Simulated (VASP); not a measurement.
# MgCd3Se4 (P4/mmm) in VASP: single point with PBE

Aim: the single point of MgCd3Se4 with PBE.

Everything below comes from runs of VASP 6.6.1. Logs are shortened: lines on timing, memory, paths and dates and some standing lists are left out, and cuts for length are marked.

**1. The cell of the first run**

It takes space group P4/mmm (No. 123, tetragonal). The conventional cell has a = 4.149 Å, b = 4.149 Å, c = 11.735 Å, α = 90.00°, β = 90.00°, γ = 90.00°. Mg (site symmetry 4/mmm) has 6 Se at 2.93 Å within 3.9 Å. Within 3.9 Å of Cd (site symmetry 4mm) lie 6 Se at 2.93 Å. Within 3.9 Å of Cd (site symmetry 4/mmm) lie 6 Se at 2.93 Å. Se (site symmetry 4/mmm) has 4 Mg at 2.93 Å and 2 Cd at 2.93 Å within 3.9 Å. Se (site symmetry 4mm) has 5 Cd at 2.93 Å and 1 Mg at 2.93 Å within 3.9 Å. Within 3.9 Å of Se (site symmetry 4/mmm) lie 6 Cd at 2.93 Å.

**2. Single point, PBE**

The input, INCAR:

```
SYSTEM = MgCd3Se4
PREC = Accurate ; ENCUT = 520
EDIFF = 1E-7 ; ISMEAR = 0
SIGMA = 0.1 ; LREAL = .FALSE.
LASPH = .TRUE. ; NELM = 100
ALGO = Normal ; ISIF = 2
LWAVE = .FALSE. ; LCHARG = .TRUE.
GGA = PE ; LELF = .TRUE.
LVHAR = .TRUE. ; NBANDS = 41
```

The input, KPOINTS:

```
Automatic mesh
0
G
  4 4 2
  0 0 0
```

The input, POSCAR:

```
MgCd3Se4
1.0
    4.1490593600      0.0000000000      0.0000000000
    0.0000000000      4.1490593600      0.0000000000
    0.0000000000      0.0000000000     11.7353120400
Mg Cd Se
1 3 4
Direct
    0.5000000000      0.5000000000      0.0000000000
    0.0000000000      0.0000000000      0.7500000000
    0.0000000000      0.0000000000      0.2500000000
    0.5000000000      0.5000000000      0.5000000000
    0.0000000000      0.0000000000      0.0000000000
    0.5000000000      0.5000000000      0.2500000000
    0.0000000000      0.0000000000      0.5000000000
    0.5000000000      0.5000000000      0.7500000000
```

Potentials or basis: VASP PAW PBE potentials, release 64 (Mg, Cd, Se).

On the command line:

```
cat potpaw_PBE.64/Mg/POTCAR potpaw_PBE.64/Cd/POTCAR potpaw_PBE.64/Se/POTCAR > POTCAR
mpirun -np 1 vasp_std > vasp.out
```

OUTCAR:

```text
SYSTEM = MgCd3Se4
   PREC = Accurate
   ENCUT = 520
   EDIFF = 1E-7
   ISMEAR = 0
   LREAL = .FALSE.
   LASPH = .TRUE.
   NELM = 100
   ISIF = 2
   GGA = PE

 ion  position               nearest neighbor table
   1  0.500  0.500  0.000-   5 2.93   5 2.93   5 2.93   5 2.93   8 2.93   6 2.93
   2  0.000  0.000  0.750-   8 2.93   8 2.93   8 2.93   8 2.93   5 2.93   7 2.93
   3  0.000  0.000  0.250-   6 2.93   6 2.93   6 2.93   6 2.93   7 2.93   5 2.93
   4  0.500  0.500  0.500-   7 2.93   7 2.93   7 2.93   7 2.93   8 2.93   6 2.93
   5  0.000  0.000  0.000-   1 2.93   1 2.93   1 2.93   1 2.93   3 2.93   2 2.93
   6  0.500  0.500  0.250-   3 2.93   3 2.93   3 2.93   3 2.93   4 2.93   1 2.93
   7  0.000  0.000  0.500-   4 2.93   4 2.93   4 2.93   4 2.93   2 2.93   3 2.93
   8  0.500  0.500  0.750-   2 2.93   2 2.93   2 2.93   2 2.93   4 2.93   1 2.93

  LATTYP: Found a simple tetragonal cell.
 ALAT       =     4.1490593600
 C/A-ratio  =     2.8284271257

  Lattice vectors:

 A1 = (   4.1490593600,   0.0000000000,   0.0000000000)
 A2 = (   0.0000000000,   4.1490593600,   0.0000000000)
 A3 = (   0.0000000000,   0.0000000000,  11.7353120400)

Analysis of symmetry for initial positions (statically):
=====================================================================
 Subroutine PRICEL returns:
 Original cell was already a primitive cell.

 Routine SETGRP: Setting up the symmetry group for a
 simple tetragonal supercell.

 Subroutine GETGRP returns: Found 16 space group operations
 (whereof 16 operations were pure point group operations)
 out of a pool of 16 trial point group operations.

The static configuration has the point symmetry D_4h.

Analysis of symmetry for dynamics (positions and initial velocities):
=====================================================================
 Subroutine PRICEL returns:
 Original cell was already a primitive cell.

 Routine SETGRP: Setting up the symmetry group for a
 simple tetragonal supercell.

 Subroutine GETGRP returns: Found 16 space group operations
 (whereof 16 operations were pure point group operations)
 out of a pool of 16 trial point group operations.

The dynamic configuration has the point symmetry D_4h.

 Subroutine INISYM returns: Found 16 space group operations
 (whereof 16 operations are pure point group operations),
 and found     1 'primitive' translations

----------------------------------------------------------------------------------------

                                     Primitive cell

  volume of cell :     202.0198

  direct lattice vectors                    reciprocal lattice vectors
     4.149059360  0.000000000  0.000000000     0.241018485  0.000000000  0.000000000
     0.000000000  4.149059360  0.000000000     0.000000000  0.241018485  0.000000000
     0.000000000  0.000000000 11.735312040     0.000000000  0.000000000  0.085212902

  length of vectors
     4.149059360  4.149059360 11.735312040     0.241018485  0.241018485  0.085212902

  position of ions in fractional coordinates (direct lattice)
     0.500000000  0.500000000  0.000000000
     0.000000000  0.000000000  0.750000000
     0.000000000  0.000000000  0.250000000
     0.500000000  0.500000000  0.500000000
     0.000000000  0.000000000  0.000000000
     0.500000000  0.500000000  0.250000000
     0.000000000  0.000000000  0.500000000
     0.500000000  0.500000000  0.750000000

  ion indices of the primitive-cell ions
   primitive index   ion index
                 1           1
                 2           2
                 3           3
                 4           4
                 5           5
                 6           6
                 7           7
                 8           8

----------------------------------------------------------------------------------------

 KPOINTS: Automatic mesh

Automatic generation of k-mesh.
 Grid dimensions read from file:
 generate k-points for:    4    4    2

 Generating k-lattice:

  Cartesian coordinates                     Fractional coordinates (reciprocal lattice)
     0.060254621  0.000000000  0.000000000     0.250000000  0.000000000  0.000000000
     0.000000000  0.060254621  0.000000000     0.000000000  0.250000000  0.000000000
     0.000000000  0.000000000  0.042606451     0.000000000  0.000000000  0.500000000

  Length of vectors
     0.060254621  0.060254621  0.042606451

  Shift w.r.t. Gamma in fractional coordinates (k-lattice)
     0.000000000  0.000000000  0.000000000

 Subroutine IBZKPT returns following result:
 ===========================================

 Found     12 irreducible k-points:

 Following reciprocal coordinates:
            Coordinates               Weight
  0.000000  0.000000  0.000000      1.000000
  0.250000  0.000000  0.000000      4.000000
  0.500000  0.000000  0.000000      2.000000
  0.250000  0.250000  0.000000      4.000000
  0.500000  0.250000  0.000000      4.000000
  0.500000  0.500000  0.000000      1.000000
  0.000000  0.000000  0.500000      1.000000
  0.250000  0.000000  0.500000      4.000000
  0.500000  0.000000  0.500000      2.000000
  0.250000  0.250000  0.500000      4.000000
  0.500000  0.250000  0.500000      4.000000
  0.500000  0.500000  0.500000      1.000000
   k-points           NKPTS =     12   k-points in BZ     NKDIM =     12   number of bands    NBANDS=     41
   number of dos      NEDOS =    301   number of ions     NIONS =      8
   total plane-waves  NPLWV =  92160
   dimension x,y,z NGX =    32 NGY =   32 NGZ =   90
   dimension x,y,z NGXF=    64 NGYF=   64 NGZF=  180
   ions per type =               1   3   4
   NGX,Y,Z   is equivalent  to a cutoff of  12.82, 12.82, 12.75 a.u.
   NGXF,Y,Z  is equivalent  to a cutoff of  25.64, 25.64, 25.50 a.u.
 SYSTEM =  MgCd3Se4
   PREC   = accura    normal or accurate (medium, high low for compatibility)
   ISTART =      0    job   : 0-new  1-cont  2-samecut
   ICHARG =      2    charge: 1-file 2-atom 10-const
   ISPIN  =      1    spin polarized calculation?
   LNONCOLLINEAR =      F non collinear calculations
   LSORBIT =      F    spin-orbit coupling
   LASPH  =      T    aspherical Exc in radial PAW
   ENCUT  =  520.0 eV  38.22 Ry    6.18 a.u.   7.71  7.71 21.82*2*pi/ulx,y,z
   NELM   =    100;   NELMIN=  2; NELMDL= -5     # of ELM steps
   EDIFF  = 0.1E-06   stopping-criterion for ELM
   LREAL  =      F    real-space projection
   EDIFFG = 0.1E-05   stopping-criterion for IOM
   NSW    =      0    number of steps for IOM
   IBRION =     -1    ionic relax: 0-MD 1-quasi-New 2-CG
   NFREE  =      0    steps in history (QN), initial steepest desc. (CG)
   ISIF   =      2    stress and relaxation
   ISYM   =      2    0-nonsym 1-usesym 2-fastsym
   POTIM  = 0.5000    time-step for ionic-motion
   TEBEG  =    0.0;   TEEND  =   0.0 temperature during run
   PSTRESS=    0.0 pullay stress
   NELECT =      62.0000    total number of electrons
   NUPDOWN=      -1.0000    fix difference up-down
   EMIN   =  10.00;   EMAX   =-10.00  energy-range for DOS
   EFERMI =   0.00;   METHOD = LEGACY
   ISMEAR =     0;   SIGMA  =   0.10  broadening in eV -4-tet -1-fermi 0-gaus
   EFERMI_NEDOS =   21; number of points for ismear=-14 and -15
   IALGO  =     38    algorithm
   IMIX   =      4    mixing-type and parameters
     AMIX     =   0.40;   BMIX     =  1.00
     AMIX_MAG =   1.60;   BMIX_MAG =  1.00
  volume/ion in A,a.u.               =      25.25       170.41
  Fermi-wavevector in a.u.,A,eV,Ry     =   1.104267  2.086762 16.591020  1.219406
  Thomas-Fermi vector in A             =   2.240737
   LORBIT       =      0    0 simple, 1 ext, 2 COOP (PROOUT), +10 PAW based schemes
   GGA     = PE    functional components
   LHFCALC =     F    Hartree Fock is set to
   AEXX    =    0.0000 exact exchange contribution
   IVDW    =     0    specifies the selected vdW correction
   LEPSILON=     F    determine dielectric tensor
   LRPA    =     F    only Hartree local field effects (RPA)
 non-spin polarized calculation
 Gauss-broadening in eV      SIGMA  =   0.10
  energy-cutoff  :      520.00
  volume of cell :      202.02
 maximum number of plane-waves:      5480
 NGX is ok and might be reduce to    32
   NGX = 15   NGY = 15   NGZ = 43

 number of electron      62.0000024 magnetization

 Free energy of the ion-electron system (eV)
  ---------------------------------------------------
  ext. energy  EPLUGINS =         0.00000000
  ---------------------------------------------------
  free energy    TOTEN  =       -22.64694739 eV

  energy without entropy =      -22.63381710  energy(sigma->0) =      -22.64038224

 E-fermi :   1.7806     XC(G=0):  -9.4343

 val. band max:        1.7513455275   @ k =   0.5000   0.0000   0.0000
 cond. band min:       2.0300250925   @ k =   0.5000   0.5000   0.0000
 fundamental gap:      0.2786795650
 Fermi energy:         1.7806399760

 k-point     1 :       0.0000    0.0000    0.0000
  band No.  band energies     occupation
      1     -10.6870      2.00000
      2     -10.3090      2.00000
      3     -10.2635      2.00000
      4      -9.9390      2.00000
      5      -6.1237      2.00000
      6      -6.0719      2.00000
[... 33 lines left out ...]
     40       8.2510      0.00000
     41       9.7957      0.00000

 k-point     2 :       0.2500    0.0000    0.0000
  band No.  band energies     occupation
      1     -10.4501      2.00000
      2     -10.1330      2.00000
      3     -10.1089      2.00000
      4      -9.8849      2.00000
      5      -6.1541      2.00000
      6      -6.1281      2.00000
[... 33 lines left out ...]
     40       8.3180      0.00000
     41       8.4825      0.00000

 k-point     3 :       0.5000    0.0000    0.0000
  band No.  band energies     occupation
      1     -10.0509      2.00000
      2      -9.9998      2.00000
      3      -9.9337      2.00000
      4      -9.9018      2.00000
      5      -6.2384      2.00000
      6      -6.1895      2.00000
[... 347 lines left out ...]
      2      -9.9905      2.00000
      3      -9.9490      2.00000
      4      -9.8268      2.00000
      5      -6.1211      2.00000
      6      -6.0980      2.00000
[... 33 lines left out ...]
     40       8.9126      0.00000
     41       8.9249      0.00000

 k-point    12 :       0.5000    0.5000    0.5000
  band No.  band energies     occupation
      1     -10.0392      2.00000
      2      -9.9930      2.00000
      3      -9.9523      2.00000
      4      -9.7228      2.00000
      5      -6.0938      2.00000
      6      -6.0938      2.00000
[... 33 lines left out ...]
     40       9.3627      0.00000
     41       9.6108      0.00000

------------------------ aborting loop because EDIFF is reached ----------------------------------------

  FORCE on cell =-STRESS in cart. coord.  units (eV):
  Direction    XX          YY          ZZ          XY          YZ          ZX
  --------------------------------------------------------------------------------------
  -------------------------------------------------------------------------------------
  Total       -5.0793372     -5.0793372     -5.7077009      0.0000000      0.0000000      0.0000000
  in kB      -40.2831745    -40.2831745    -45.2665971      0.0000000      0.0000000      0.0000000
  external PRESSURE =     -41.9443153 kB  Pullay stress =       0.0000000 kB

 VOLUME and BASIS-vectors are now :
 -----------------------------------------------------------------------------
  energy-cutoff  :      520.00
  volume of cell :      202.02
      direct lattice vectors                 reciprocal lattice vectors
     4.149059360  0.000000000  0.000000000     0.241018485  0.000000000  0.000000000
     0.000000000  4.149059360  0.000000000     0.000000000  0.241018485  0.000000000
     0.000000000  0.000000000 11.735312040     0.000000000  0.000000000  0.085212902

 POSITION                                       TOTAL-FORCE (eV/Angst)
 -----------------------------------------------------------------------------------
      2.07453      2.07453      0.00000         0.000000      0.000000     -0.000000
      0.00000      0.00000      8.80148        -0.000000     -0.000000      0.015605
      0.00000      0.00000      2.93383         0.000000      0.000000     -0.015605
      2.07453      2.07453      5.86766         0.000000      0.000000     -0.000000
      0.00000      0.00000      0.00000         0.000000      0.000000     -0.000000
      2.07453      2.07453      2.93383         0.000000      0.000000     -0.181345
      0.00000      0.00000      5.86766         0.000000      0.000000     -0.000000
      2.07453      2.07453      8.80148         0.000000     -0.000000      0.181345
 -----------------------------------------------------------------------------------
    total drift:                                0.000000      0.000000     -0.000000

  FREE ENERGIE OF THE ION-ELECTRON SYSTEM (eV)
  ---------------------------------------------------
  free  energy   TOTEN  =       -22.6469473878 eV

  energy  without entropy=      -22.6338170984  energy(sigma->0) =      -22.64038224
```

Run time: 89 s. Hardware: 1 thread of Intel Xeon 6975P-C, shared host; peak memory 0.33 GiB.

Results:

* Free energy: -22.6469 eV
* Pressure: -4.2 GPa
* Largest force: 0.181 eV/Å
* Band gap on the k mesh: zero (band 31 reaches 1.75 eV, above the bottom of band 32 at 1.37 eV)

Forces on the atoms (eV/Å):
```
Mg   0.000  0.000  0.000
Cd   0.000  0.000  0.016
Cd   0.000  0.000 -0.016
Cd   0.000  0.000  0.000
Se   0.000  0.000  0.000
Se   0.000  0.000 -0.181
Se   0.000  0.000  0.000
Se   0.000  0.000  0.181
```

Levels at points of the mesh, in eV from the Fermi level:
| k point | band 27 | band 28 | band 29 | band 30 | band 31 | band 32 | band 33 | band 34 | band 35 | band 36 |
| --- | --- | --- | --- | --- | --- | --- | --- | --- | --- | --- |
| (0.00, 0.00, 0.00) | -1.11 | -1.11 | -0.47 | -0.46 | -0.46 | -0.27 | 0.28 | 2.28 | 2.64 | 4.83 |
| (0.50, 0.00, 0.00) | -0.40 | -0.13 | -0.11 | -0.05 | -0.03 | 3.09 | 3.10 | 3.66 | 3.78 | 4.70 |
| (0.50, 0.50, 0.00) | -2.64 | -1.79 | -1.77 | -1.77 | -1.77 | -0.41 | 0.25 | 2.73 | 3.07 | 5.12 |
| (0.00, 0.00, 0.50) | -1.55 | -0.71 | -0.71 | -0.62 | -0.62 | 0.39 | 0.88 | 1.76 | 2.14 | 4.85 |
| (0.50, 0.00, 0.50) | -0.97 | -0.74 | -0.12 | -0.11 | -0.07 | 3.76 | 3.77 | 3.80 | 3.89 | 4.07 |
| (0.50, 0.50, 0.50) | -2.17 | -2.17 | -2.14 | -2.06 | -2.06 | 1.04 | 1.04 | 1.06 | 1.97 | 5.46 |

Caveat: the k points lie up to 0.38 Å⁻¹ apart.
